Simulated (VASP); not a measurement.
# Nb (Pm-3m) in VASP: notebook

The runs below take Nb through single point, with PBE, HSE06.

All numbers are computed with VASP 6.6.1; they aren't measurements. Logs are shortened: lines on timing, memory, paths and dates and some standing lists are left out, and cuts for length are marked.

## Step 1: The cell of the first run

It takes space group Pm-3m (No. 221, cubic). Conventional cell: a = 2.791 Å, b = 2.791 Å, c = 2.791 Å, α = 90.00°, β = 90.00°, γ = 90.00°. Within 3.7 Å of Nb (site symmetry m-3m) lie 6 Nb at 2.79 Å.

## Step 2: Single point, PBE (volume scaled by 1.08)

The input, INCAR:

```
  PREC = Accurate
  ENCUT = 520
  EDIFF = 1E-6
  ISMEAR = -1
  SIGMA = 0.1
  LREAL = F
  LASPH = T
  NELM = 80
  ALGO = Normal
  ISIF = 2
  LWAVE = F
  LCHARG = T
  GGA = PE
  LELF = T
  LVHAR = T
  NBANDS = 12
```

The input, KPOINTS:

```
regular mesh
0
Gamma
  13 13 13
```

The input, POSCAR:

```
Nb
1.0
    2.7912412619      0.0000000000      0.0000000000
    0.0000000000      2.7912412619      0.0000000000
    0.0000000000      0.0000000000      2.7912412619
Nb
1
Direct
    0.0000000000      0.0000000000      0.0000000000
```

Potentials or basis: VASP PAW PBE potentials, release 64 (Nb_sv).

Started as:

```sh
$ cat potpaw_PBE.64/Nb_sv/POTCAR > POTCAR
$ mpirun -np 1 vasp_std > vasp.out
```

OUTCAR:

```text
PREC = Accurate
   ENCUT = 520
   EDIFF = 1E-6
   ISMEAR = -1
   LREAL = F
   LASPH = T
   NELM = 80
   ISIF = 2
   GGA = PE

 ion  position               nearest neighbor table
   1  0.000  0.000  0.000-

  LATTYP: Found a simple cubic cell.
 ALAT       =     2.7912412619

  Lattice vectors:

 A1 = (   2.7912412619,   0.0000000000,   0.0000000000)
 A2 = (   0.0000000000,   2.7912412619,   0.0000000000)
 A3 = (   0.0000000000,   0.0000000000,   2.7912412619)

Analysis of symmetry for initial positions (statically):
=====================================================================
 Subroutine PRICEL returns:
 Original cell was already a primitive cell.

 Routine SETGRP: Setting up the symmetry group for a
 simple cubic supercell.

 Subroutine GETGRP returns: Found 48 space group operations
 (whereof 48 operations were pure point group operations)
 out of a pool of 48 trial point group operations.

The static configuration has the point symmetry O_h .

Analysis of symmetry for dynamics (positions and initial velocities):
=====================================================================
 Subroutine PRICEL returns:
 Original cell was already a primitive cell.

 Routine SETGRP: Setting up the symmetry group for a
 simple cubic supercell.

 Subroutine GETGRP returns: Found 48 space group operations
 (whereof 48 operations were pure point group operations)
 out of a pool of 48 trial point group operations.

The dynamic configuration has the point symmetry O_h .

 Subroutine INISYM returns: Found 48 space group operations
 (whereof 48 operations are pure point group operations),
 and found     1 'primitive' translations

----------------------------------------------------------------------------------------

                                     Primitive cell

  volume of cell :      21.7466

  direct lattice vectors                    reciprocal lattice vectors
     2.791241262  0.000000000  0.000000000     0.358263549  0.000000000  0.000000000
     0.000000000  2.791241262  0.000000000     0.000000000  0.358263549  0.000000000
     0.000000000  0.000000000  2.791241262     0.000000000  0.000000000  0.358263549

  length of vectors
     2.791241262  2.791241262  2.791241262     0.358263549  0.358263549  0.358263549

  position of ions in fractional coordinates (direct lattice)
     0.000000000  0.000000000  0.000000000

  ion indices of the primitive-cell ions
   primitive index   ion index
                 1           1

----------------------------------------------------------------------------------------

 KPOINTS: regular mesh

Automatic generation of k-mesh.
 Grid dimensions read from file:
 generate k-points for:   13   13   13

 Generating k-lattice:

  Cartesian coordinates                     Fractional coordinates (reciprocal lattice)
     0.027558735  0.000000000  0.000000000     0.076923077  0.000000000  0.000000000
     0.000000000  0.027558735  0.000000000     0.000000000  0.076923077  0.000000000
     0.000000000  0.000000000  0.027558735     0.000000000  0.000000000  0.076923077

  Length of vectors
     0.027558735  0.027558735  0.027558735

  Shift w.r.t. Gamma in fractional coordinates (k-lattice)
     0.000000000  0.000000000  0.000000000

 Subroutine IBZKPT returns following result:
 ===========================================

 Found     84 irreducible k-points:

 Following reciprocal coordinates:
            Coordinates               Weight
  0.000000  0.000000  0.000000      1.000000
  0.076923  0.000000  0.000000      6.000000
  0.153846  0.000000  0.000000      6.000000
  0.230769  0.000000  0.000000      6.000000
  0.307692  0.000000  0.000000      6.000000
  0.384615  0.000000  0.000000      6.000000
[... 16 lines left out ...]
  0.307692  0.307692  0.000000     12.000000
  0.384615  0.307692  0.000000     24.000000
 [... further k-points ...]
   k-points           NKPTS =     84   k-points in BZ     NKDIM =     84   number of bands    NBANDS=     12
   number of dos      NEDOS =    301   number of ions     NIONS =      1
   total plane-waves  NPLWV =  13824
   dimension x,y,z NGX =    24 NGY =   24 NGZ =   24
   dimension x,y,z NGXF=    48 NGYF=   48 NGZF=   48
   ions per type =               1
   NGX,Y,Z   is equivalent  to a cutoff of  14.29, 14.29, 14.29 a.u.
   NGXF,Y,Z  is equivalent  to a cutoff of  28.59, 28.59, 28.59 a.u.
 SYSTEM =  unknown system
   PREC   = accura    normal or accurate (medium, high low for compatibility)
   ISTART =      0    job   : 0-new  1-cont  2-samecut
   ICHARG =      2    charge: 1-file 2-atom 10-const
   ISPIN  =      1    spin polarized calculation?
   LNONCOLLINEAR =      F non collinear calculations
   LSORBIT =      F    spin-orbit coupling
   LASPH  =      T    aspherical Exc in radial PAW
   ENCUT  =  520.0 eV  38.22 Ry    6.18 a.u.   5.19  5.19  5.19*2*pi/ulx,y,z
   NELM   =     80;   NELMIN=  2; NELMDL= -5     # of ELM steps
   EDIFF  = 0.1E-05   stopping-criterion for ELM
   LREAL  =      F    real-space projection
   EDIFFG = 0.1E-04   stopping-criterion for IOM
   NSW    =      0    number of steps for IOM
   IBRION =     -1    ionic relax: 0-MD 1-quasi-New 2-CG
   NFREE  =      0    steps in history (QN), initial steepest desc. (CG)
   ISIF   =      2    stress and relaxation
   ISYM   =      2    0-nonsym 1-usesym 2-fastsym
   POTIM  = 0.5000    time-step for ionic-motion
   TEBEG  =    0.0;   TEEND  =   0.0 temperature during run
   PSTRESS=    0.0 pullay stress
   NELECT =      13.0000    total number of electrons
   NUPDOWN=      -1.0000    fix difference up-down
   EMIN   =  10.00;   EMAX   =-10.00  energy-range for DOS
   EFERMI =   0.00;   METHOD = LEGACY
   ISMEAR =    -1;   SIGMA  =   0.10  broadening in eV -4-tet -1-fermi 0-gaus
   EFERMI_NEDOS =   21; number of points for ismear=-14 and -15
   IALGO  =     38    algorithm
   IMIX   =      4    mixing-type and parameters
     AMIX     =   0.40;   BMIX     =  1.00
     AMIX_MAG =   1.60;   BMIX_MAG =  1.00
  volume/ion in A,a.u.               =      21.75       146.75
  Fermi-wavevector in a.u.,A,eV,Ry     =   1.379088  2.606098 25.876690  1.901883
  Thomas-Fermi vector in A             =   2.504090
   LORBIT       =      0    0 simple, 1 ext, 2 COOP (PROOUT), +10 PAW based schemes
   GGA     = PE    functional components
   LHFCALC =     F    Hartree Fock is set to
   AEXX    =    0.0000 exact exchange contribution
   IVDW    =     0    specifies the selected vdW correction
   LEPSILON=     F    determine dielectric tensor
   LRPA    =     F    only Hartree local field effects (RPA)
 non-spin polarized calculation
  energy-cutoff  :      520.00
  volume of cell :       21.75
 maximum number of plane-waves:       603
 NGX is ok and might be reduce to    24
   NGX = 11   NGY = 11   NGZ = 11

 number of electron      13.0000001 magnetization

 Free energy of the ion-electron system (eV)
  ---------------------------------------------------
  ext. energy  EPLUGINS =         0.00000000
  ---------------------------------------------------
  free energy    TOTEN  =        -9.20528288 eV

  energy without entropy =       -9.16694843  energy(sigma->0) =       -9.18611566

 E-fermi :   8.8355     XC(G=0): -11.4388

 val. band max:        8.8325842126   @ k =   0.4615   0.3077   0.2308
 cond. band min:       8.8589540882   @ k =   0.4615   0.4615   0.1538
 fundamental gap:      0.0263698756
 Fermi energy:         8.8354770862

 k-point     1 :       0.0000    0.0000    0.0000
  band No.  band energies     occupation
      1     -45.9158      2.00000
      2     -21.3500      2.00000
      3     -21.3500      2.00000
      4     -21.3500      2.00000
      5       3.4117      2.00000
      6       6.3242      2.00000
      7       6.3242      2.00000
      8      13.4403      0.00000
      9      13.4403      0.00000
     10      13.4403      0.00000
     11      22.7629      0.00000
     12      22.7629      0.00000

 k-point     2 :       0.0769    0.0000    0.0000
  band No.  band energies     occupation
      1     -45.9080      2.00000
      2     -21.4200      2.00000
      3     -21.3441      2.00000
      4     -21.3441      2.00000
      5       3.5682      2.00000
      6       6.3651      2.00000
      7       6.4880      2.00000
      8      13.2113      0.00000
      9      13.2113      0.00000
     10      13.4563      0.00000
     11      21.9642      0.00000
     12      23.0894      0.00000

 k-point     3 :       0.1538    0.0000    0.0000
  band No.  band energies     occupation
      1     -45.8862      2.00000
      2     -21.6108      2.00000
      3     -21.3277      2.00000
      4     -21.3277      2.00000
      5       3.9954      2.00000
      6       6.4815      2.00000
      7       6.9701      2.00000
      8      12.6419      0.00000
      9      12.6419      0.00000
     10      13.5013      0.00000
     11      20.4065      0.00000
     12      23.9361      0.00000
[... 286 lines left out ...]
 k-point    23 :       0.3077    0.3077    0.0000
  band No.  band energies     occupation
      1     -45.7310      2.00000
      2     -22.0569      2.00000
      3     -22.0299      2.00000
      4     -21.2119      2.00000
      5       6.2655      2.00000
      6       7.3059      2.00000
      7      10.1291      0.00000
      8      10.9531      0.00000
      9      11.5593      0.00000
     10      11.8118      0.00000
     11      18.6725      0.00000
     12      21.3282      0.00000

 k-point    24 :       0.3846    0.3077    0.0000
  band No.  band energies     occupation
      1     -45.7041      2.00000
      2     -22.2535      2.00000
      3     -22.0142      2.00000
      4     -21.1920      2.00000
      5       6.2110      2.00000
      6       7.3268      2.00000
      7      10.5273      0.00000
      8      11.2253      0.00000
      9      11.8084      0.00000
     10      12.0357      0.00000
     11      17.8112      0.00000
     12      21.8681      0.00000

 [... further k-points ...]
[... 5 lines left out ...]
  --------------------------------------------------------------------------------------
  -------------------------------------------------------------------------------------
  Total       -1.2354455     -1.2354455     -1.2354455     -0.0000000      0.0000000      0.0000000
  in kB      -91.0210922    -91.0210922    -91.0210922     -0.0000000      0.0000000      0.0000000
  external PRESSURE =     -91.0210922 kB  Pullay stress =       0.0000000 kB

 VOLUME and BASIS-vectors are now :
 -----------------------------------------------------------------------------
  energy-cutoff  :      520.00
  volume of cell :       21.75
      direct lattice vectors                 reciprocal lattice vectors
     2.791241262  0.000000000  0.000000000     0.358263549  0.000000000  0.000000000
     0.000000000  2.791241262  0.000000000     0.000000000  0.358263549  0.000000000
     0.000000000  0.000000000  2.791241262     0.000000000  0.000000000  0.358263549

 POSITION                                       TOTAL-FORCE (eV/Angst)
 -----------------------------------------------------------------------------------
      0.00000      0.00000      0.00000         0.000000      0.000000      0.000000
 -----------------------------------------------------------------------------------
    total drift:                                0.000000     -0.000000     -0.000000

  FREE ENERGIE OF THE ION-ELECTRON SYSTEM (eV)
  ---------------------------------------------------
  free  energy   TOTEN  =        -9.2052828830 eV

  energy  without entropy=       -9.1669484306  energy(sigma->0) =       -9.18611566
```

Run time: 34 s. Hardware: 1 thread of AMD EPYC 7R43 (Zen 3), shared host; peak memory 0.11 GiB.

Results:

```yaml
Free_energy: -9.2053 eV
Pressure: -9.1 GPa
```

Levels at points of the mesh, in eV from the Fermi level:
```csv
k point,band 5,band 6,band 7,band 8,band 9,band 10
"(0.00, 0.00, 0.00)",-5.42,-2.51,-2.51,4.60,4.60,4.60
```

Caveat: the cell differs from its parent crystal (volume scaled by 1.08).

## Step 3: Single point, PBE (volume scaled by 1.12)

The input, INCAR:

```
SYSTEM = Nb
PREC = Accurate ; ENCUT = 520
EDIFF = 1E-7 ; ISMEAR = -1
SIGMA = 0.1 ; LREAL = .False.
LASPH = .True. ; NELM = 80
ALGO = Normal ; ISIF = 2
LWAVE = .False. ; LCHARG = .False.
GGA = PE ; NBANDS = 12
```

The input, KPOINTS:

```
regular mesh
0
Gamma
  13 13 13
  0 0 0
```

The input, POSCAR:

```
Nb
1.0
    2.8252841446      0.0000000000      0.0000000000
    0.0000000000      2.8252841446      0.0000000000
    0.0000000000      0.0000000000      2.8252841446
Nb
1
Direct
    0.0000000000      0.0000000000      0.0000000000
```

Potentials or basis: VASP PAW PBE potentials, release 64 (Nb_sv).

Started as:

```sh
$ cat potpaw_PBE.64/Nb_sv/POTCAR > POTCAR
$ mpirun -np 1 vasp_std > vasp.out
```

Run time: 42 s. Hardware: 1 thread of AMD EPYC 7R43 (Zen 3), shared host; peak memory 0.11 GiB.

It converged, with:

```yaml
Free_energy: -9.1519 eV
Pressure: -12.2 GPa
```

Levels at points of the mesh, in eV from the Fermi level:
```
           k point  band 5  band 6  band 7  band 8  band 9  band 10
(0.00, 0.00, 0.00)   -5.33   -2.39   -2.39    4.40    4.40     4.40
```

Caveat: the cell differs from its parent crystal (volume scaled by 1.12).

## Step 4: Single point, PBE

This run uses another cell than the first one, of 20.14 Å³/atom, 0.926 times its volume.

The input, INCAR:

```
  ALGO = Normal
  EDIFF = 1E-7
  ENCUT = 520
  GGA = PE
  ISIF = 2
  ISMEAR = -1
  LASPH = T
  LCHARG = F
  LREAL = F
  LWAVE = F
  NBANDS = 12
  NELM = 100
  PREC = Accurate
  SIGMA = 0.1
```

The input, KPOINTS:

```
k-points
0
Gamma
  19 19 19
```

The input, POSCAR:

```
Nb
1.0
    2.7205463205      0.0000000000      0.0000000000
    0.0000000000      2.7205463205      0.0000000000
    0.0000000000      0.0000000000      2.7205463205
Nb
1
Direct
    0.0000000000      0.0000000000      0.0000000000
```

Started as:

```sh
$ cat potpaw_PBE.64/Nb_sv/POTCAR > POTCAR
$ mpirun -np 1 vasp_std > vasp.out
```

It took 54 s on 1 thread of AMD EPYC 7R43 (Zen 3), shared host; peak memory 0.12 GiB.

Results (log left out):

- Free energy: -9.2472 eV
- Pressure: -0.3 GPa

Levels at points of the mesh, in eV from the Fermi level:
```tsv
k point	band 3	band 4	band 5	band 6	band 7	band 8	band 9	band 10	band 11	band 12
(0.00, 0.00, 0.00)	-29.96	-29.96	-5.59	-2.77	-2.77	5.08	5.08	5.08	14.60	14.60
```

## Step 5: Single point, PBE

This run uses another cell than the first one, of 20.14 Å³/atom, 0.926 times its volume.

The input, INCAR:

```
PREC     = Accurate       # precision mode
ENCUT    = 520            # plane-wave cutoff, eV
EDIFF    = 1E-6           # SCF threshold, eV
ISMEAR   = -1             # smearing method
SIGMA    = 0.1            # smearing width, eV
LREAL    = False          # projectors in reciprocal space
LASPH    = True           # aspherical terms in the spheres
NELM     = 80             # most SCF steps
ALGO     = Normal         # electronic algorithm
ISIF     = 2              # what is computed and relaxed
LWAVE    = False          # write WAVECAR
LCHARG   = True           # write CHGCAR
GGA      = PE             # functional
LELF     = True           # ELF
LVHAR    = True         
NBANDS   = 12             # bands
```

The input, KPOINTS:

```
regular mesh
0
Gamma
  6 6 6
```

The input, POSCAR:

```
Nb
1.0
    2.7205463199      0.0000000000      0.0000000000
    0.0000000000      2.7205463199      0.0000000000
    0.0000000000      0.0000000000      2.7205463199
Nb
1
Direct
    0.0000000000      0.0000000000      0.0000000000
```

Started as:

```sh
$ cat potpaw_PBE.64/Nb_sv/POTCAR > POTCAR
$ mpirun -np 1 vasp_std > vasp.out
```

Run time: 2.4 s. Hardware: 1 thread of Intel Xeon 6975P-C (Granite Rapids), shared host; peak memory 0.12 GiB.

Results (log left out):

* Free energy: -9.2307 eV
* Pressure: 2.6 GPa

Levels at points of the mesh, in eV from the Fermi level:
```csv
k point,band 5,band 6,band 7,band 8,band 9,band 10
"(0.00, 0.00, 0.00)",-5.57,-2.70,-2.70,5.15,5.15,5.15
"(0.50, 0.00, 0.00)",-2.47,-1.81,0.54,1.93,1.93,5.48
"(0.50, 0.50, 0.00)",-3.99,-0.97,2.60,2.60,5.78,5.78
"(0.50, 0.50, 0.50)",-2.40,-2.40,-2.40,7.38,7.54,7.54
```

Caveat: the k points lie up to 0.38 Å⁻¹ apart.

(Continued in part 2 of 2.)
